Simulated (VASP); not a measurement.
# Ge (I4_1/amd) in VASP: single point with r2SCAN

Aim: the single point of Ge with r2SCAN.

Program: VASP 6.6.1. These are calculated values, not measurements. Logs are shortened: lines on timing, memory, paths and dates and some standing lists are left out, and cuts for length are marked.

## Step 1: The cell of the first run

It takes space group I4_1/amd (No. 141, tetragonal). Conventional cell: a = 3.979 Å, b = 3.979 Å, c = 5.771 Å, α = 90.00°, β = 90.00°, γ = 90.00°. Ge (site symmetry -4m2) has 4 Ge at 2.46 Å within 3.2 Å.

## Step 2: Single point, r2SCAN

POSCAR

```
Ge
1.0
    0.0000000000      2.8135540000      2.8855800000
    2.8135540000      0.0000000000      2.8855800000
    2.8135540000      2.8135540000      0.0000000000
Ge
2
Direct
    0.0000000000      0.0000000000      0.0000000000
    0.2500000000      0.2500000000      0.2500000000
```

INCAR.step1

```
ALGO     = Normal         # electronic algorithm
EDIFF    = 1E-4           # SCF threshold, eV
ENCUT    = 520            # plane-wave cutoff, eV
GGA      = PE             # functional
ISMEAR   = 0              # smearing method
LASPH    = T              # aspherical terms in the spheres
LCHARG   = F              # write CHGCAR
LREAL    = F              # projectors in reciprocal space
LWAVE    = T              # write WAVECAR
NBANDS   = 21             # bands
NELM     = 100            # most SCF steps
PREC     = Accurate       # precision mode
SIGMA    = 0.01           # smearing width, eV
```

INCAR.step2

```
ALGO     = Normal         # electronic algorithm
EDIFF    = 1E-6           # SCF threshold, eV
ENCUT    = 520            # plane-wave cutoff, eV
ISIF     = 2              # what is computed and relaxed
ISMEAR   = 0              # smearing method
ISTART   = 1            
LASPH    = T              # aspherical terms in the spheres
LCHARG   = F              # write CHGCAR
LMIXTAU  = T            
LREAL    = F              # projectors in reciprocal space
LWAVE    = F              # write WAVECAR
METAGGA  = R2SCAN         # meta-GGA
NBANDS   = 21             # bands
NELM     = 100            # most SCF steps
PREC     = Accurate       # precision mode
SIGMA    = 0.01           # smearing width, eV
```

KPOINTS

```
k-points
0
Gamma
  10 10 10
```

Potentials or basis: VASP PAW PBE potentials, release 64 (Ge_d).

Run with:

```console
$ cat potpaw_PBE.64/Ge_d/POTCAR > POTCAR
$ cp INCAR.step1 INCAR
$ mpirun -np 1 vasp_std > vasp.out
$ cp INCAR.step2 INCAR
$ mpirun -np 1 vasp_std > vasp.out
```

OUTCAR:

```text
EDIFF = 1E-6
   ENCUT = 520
   ISIF = 2
   ISMEAR = 0
   ISTART = 1
   LASPH = T
   LREAL = F
   METAGGA = R2SCAN
   NELM = 100
   PREC = Accurate

 ion  position               nearest neighbor table
   1  0.000  0.000  0.000-   2 2.46   2 2.46   2 2.46   2 2.46
   2  0.250  0.250  0.250-   1 2.46   1 2.46   1 2.46   1 2.46

  LATTYP: Found a body centered tetragonal cell.
 ALAT       =     3.9789662253
 C/A-ratio  =     1.4504169358

  Lattice vectors:

 A1 = (  -2.8135540000,   0.0000000000,   2.8855800000)
 A2 = (   2.8135540000,   0.0000000000,   2.8855800000)
 A3 = (   0.0000000000,   2.8135540000,  -2.8855800000)

Analysis of symmetry for initial positions (statically):
=====================================================================
 Subroutine PRICEL returns:
 Original cell was already a primitive cell.

 Routine SETGRP: Setting up the symmetry group for a
 body centered tetragonal supercell.

 Subroutine GETGRP returns: Found 16 space group operations
 (whereof  8 operations were pure point group operations)
 out of a pool of 16 trial point group operations.

The static configuration has the point symmetry D_2d.
 The point group associated with its full space group is D_4h.

Analysis of symmetry for dynamics (positions and initial velocities):
=====================================================================
 Subroutine PRICEL returns:
 Original cell was already a primitive cell.

 Routine SETGRP: Setting up the symmetry group for a
 body centered tetragonal supercell.

 Subroutine GETGRP returns: Found 16 space group operations
 (whereof  8 operations were pure point group operations)
 out of a pool of 16 trial point group operations.

The dynamic configuration has the point symmetry D_2d.
 The point group associated with its full space group is D_4h.

 Subroutine INISYM returns: Found 16 space group operations
 (whereof  8 operations are pure point group operations),
 and found     1 'primitive' translations

----------------------------------------------------------------------------------------

                                     Primitive cell

  volume of cell :      45.6850

  direct lattice vectors                    reciprocal lattice vectors
     0.000000000  2.813554000  2.885580000    -0.177711180  0.177711180  0.173275390
     2.813554000  0.000000000  2.885580000     0.177711180 -0.177711180  0.173275390
[... 75 lines left out ...]
 SYSTEM =  unknown system
   PREC   = accura    normal or accurate (medium, high low for compatibility)
   ISTART =      1    job   : 0-new  1-cont  2-samecut
   ICHARG =      0    charge: 1-file 2-atom 10-const
   ISPIN  =      1    spin polarized calculation?
   LNONCOLLINEAR =      F non collinear calculations
   LSORBIT =      F    spin-orbit coupling
   LASPH  =      T    aspherical Exc in radial PAW
   ENCUT  =  520.0 eV  38.22 Ry    6.18 a.u.   7.49  7.49  7.40*2*pi/ulx,y,z
   NELM   =    100;   NELMIN=  2; NELMDL=  0     # of ELM steps
   EDIFF  = 0.1E-05   stopping-criterion for ELM
   LREAL  =      F    real-space projection
[... 7 lines left out ...]
   TEBEG  =    0.0;   TEEND  =   0.0 temperature during run
   PSTRESS=    0.0 pullay stress
   NELECT =      28.0000    total number of electrons
   NUPDOWN=      -1.0000    fix difference up-down
   EMIN   =  10.00;   EMAX   =-10.00  energy-range for DOS
   EFERMI =   0.00;   METHOD = LEGACY
   ISMEAR =     0;   SIGMA  =   0.01  broadening in eV -4-tet -1-fermi 0-gaus
   EFERMI_NEDOS =   21; number of points for ismear=-14 and -15
   IALGO  =     38    algorithm
   IMIX   =      4    mixing-type and parameters
     AMIX     =   0.40;   BMIX     =  1.00
     AMIX_MAG =   1.60;   BMIX_MAG =  1.00
  volume/ion in A,a.u.               =      22.84       154.15
  Fermi-wavevector in a.u.,A,eV,Ry     =   1.390602  2.627857 26.310606  1.933775
  Thomas-Fermi vector in A             =   2.514522
   LORBIT       =      0    0 simple, 1 ext, 2 COOP (PROOUT), +10 PAW based schemes
   METAGGA = R2SCAN    functional components
   LHFCALC =     F    Hartree Fock is set to
   AEXX    =    0.0000 exact exchange contribution
   IVDW    =     0    specifies the selected vdW correction
   LEPSILON=     F    determine dielectric tensor
   LRPA    =     F    only Hartree local field effects (RPA)
 non-spin polarized calculation
 Gauss-broadening in eV      SIGMA  =   0.01
  energy-cutoff  :      520.00
  volume of cell :       45.68
 maximum number of plane-waves:      1255
 NGX is ok and might be reduce to    30
   NGX = 15   NGY = 15   NGZ = 15

 number of electron      28.0000027 magnetization

 Free energy of the ion-electron system (eV)
  ---------------------------------------------------
  ext. energy  EPLUGINS =         0.00000000
  ---------------------------------------------------
  free energy    TOTEN  =       -27.73743090 eV

  energy without entropy =      -27.73743090  energy(sigma->0) =      -27.73743090

 E-fermi :   4.8623     XC(G=0): -10.7731

 val. band max:        4.7845941952   @ k =   0.0000   0.0000   0.0000
 cond. band min:       5.0247234593   @ k =   0.0000   0.0000   0.0000
 fundamental gap:      0.2401292641
 Fermi energy:         4.8622961574

 k-point     1 :       0.0000    0.0000    0.0000
  band No.  band energies     occupation
      1     -20.7703      2.00000
      2     -20.7702      2.00000
      3     -20.7638      2.00000
      4     -20.7307      2.00000
      5     -20.7281      2.00000
      6     -20.5241      2.00000
[... 565 lines left out ...]
     20      16.8417      0.00000
     21      17.1201      0.00000

 [... further k-points ...]

------------------------ aborting loop because EDIFF is reached ----------------------------------------

  FORCE on cell =-STRESS in cart. coord.  units (eV):
  Direction    XX          YY          ZZ          XY          YZ          ZX
  --------------------------------------------------------------------------------------
  -------------------------------------------------------------------------------------
  Total        0.2200475      0.2200475     -0.3953716      0.0000000      0.0000000     -0.0000000
  in kB        7.7170855      7.7170855    -13.8657215      0.0000000      0.0000000     -0.0000000
  external PRESSURE =       0.5228165 kB  Pullay stress =       0.0000000 kB

 VOLUME and BASIS-vectors are now :
 -----------------------------------------------------------------------------
  energy-cutoff  :      520.00
  volume of cell :       45.68
      direct lattice vectors                 reciprocal lattice vectors
     0.000000000  2.813554000  2.885580000    -0.177711180  0.177711180  0.173275390
     2.813554000  0.000000000  2.885580000     0.177711180 -0.177711180  0.173275390
     2.813554000  2.813554000  0.000000000     0.177711180  0.177711180 -0.173275390

 POSITION                                       TOTAL-FORCE (eV/Angst)
 -----------------------------------------------------------------------------------
      0.00000      0.00000      0.00000        -0.000000     -0.000000     -0.000000
      1.40678      1.40678      1.44279         0.000000      0.000000      0.000000
 -----------------------------------------------------------------------------------
    total drift:                                0.000000      0.000000      0.000000

  FREE ENERGIE OF THE ION-ELECTRON SYSTEM (eV)
  ---------------------------------------------------
  free  energy   TOTEN  =       -27.7374308958 eV

  energy  without entropy=      -27.7374308958  energy(sigma->0) =      -27.73743090
```

OUTCAR.step1:

```text
EDIFF = 1E-4
   ENCUT = 520
   GGA = PE
   ISMEAR = 0
   LASPH = T
[... 800 lines left out ...]
 -----------------------------------------------------------------------------------
      0.00000      0.00000      0.00000         0.000000      0.000000      0.000000
      1.40678      1.40678      1.44279        -0.000000     -0.000000     -0.000000
 -----------------------------------------------------------------------------------
    total drift:                                0.000000      0.000000      0.000000

  FREE ENERGIE OF THE ION-ELECTRON SYSTEM (eV)
  ---------------------------------------------------
  free  energy   TOTEN  =        -9.0106162550 eV

  energy  without entropy=       -9.0106049712  energy(sigma->0) =       -9.01061061
```

OSZICAR.step1:

```text
N       E                     dE             d eps       ncg     rms          rms(c)
DAV:   1     0.191180403889E+03    0.19118E+03   -0.14569E+04  4784   0.364E+03
DAV:   2     0.186362095691E+02   -0.17254E+03   -0.16710E+03  4289   0.628E+02
DAV:   3    -0.819166196949E+01   -0.26828E+02   -0.26679E+02  4949   0.143E+02
DAV:   4    -0.908057865938E+01   -0.88892E+00   -0.88845E+00  4819   0.306E+01
DAV:   5    -0.909532641949E+01   -0.14748E-01   -0.14747E-01  4937   0.431E+00    0.316E+00
DAV:   6    -0.903859358901E+01    0.56733E-01   -0.21064E-02  4896   0.144E+00    0.187E+00
DAV:   7    -0.900874182967E+01    0.29852E-01   -0.47140E-02  4668   0.196E+00    0.147E-01
DAV:   8    -0.901045495151E+01   -0.17131E-02   -0.60450E-03  4814   0.965E-01    0.424E-02
DAV:   9    -0.901059494183E+01   -0.13999E-03   -0.21176E-04  4052   0.207E-01    0.158E-02
DAV:  10    -0.901061625503E+01   -0.21313E-04   -0.39186E-05  3641   0.664E-02
   1 F= -.90106163E+01 E0= -.90106106E+01  d E =-.112838E-04
```

Run time: 7.9 min. Hardware: 1 thread of Intel Xeon 8259CL, shared host; peak memory 0.22 GiB.

Results:

- Free energy: -27.7374 eV
- Pressure: 0.1 GPa
- Band gap on the k mesh: 0.24 eV

Levels at points of the mesh, in eV from the valence-band top:
```
           k point  band 10  band 11  band 12  band 13  band 14  band 15  band 16  band 17  band 18  band 19
(0.00, 0.00, 0.00)   -25.28   -13.30    -0.21     0.00     0.00     0.24     2.60     2.60     2.73     6.97
(0.50, 0.00, 0.00)   -25.26   -11.13    -7.89    -1.66    -1.42     0.33     3.86     4.00     7.59    11.03
(0.50, 0.50, 0.00)   -25.24    -9.34    -9.34    -3.14    -3.14     1.06     1.06     9.94     9.94    12.10
(0.50, 0.00, 0.50)   -25.25    -9.21    -9.21    -3.32    -3.32     0.84     0.84     9.92     9.92    12.15
```

Caveat: the PAW data sets were made with another functional, which shifts forces and pressure a little. A k mesh can miss the band edges.
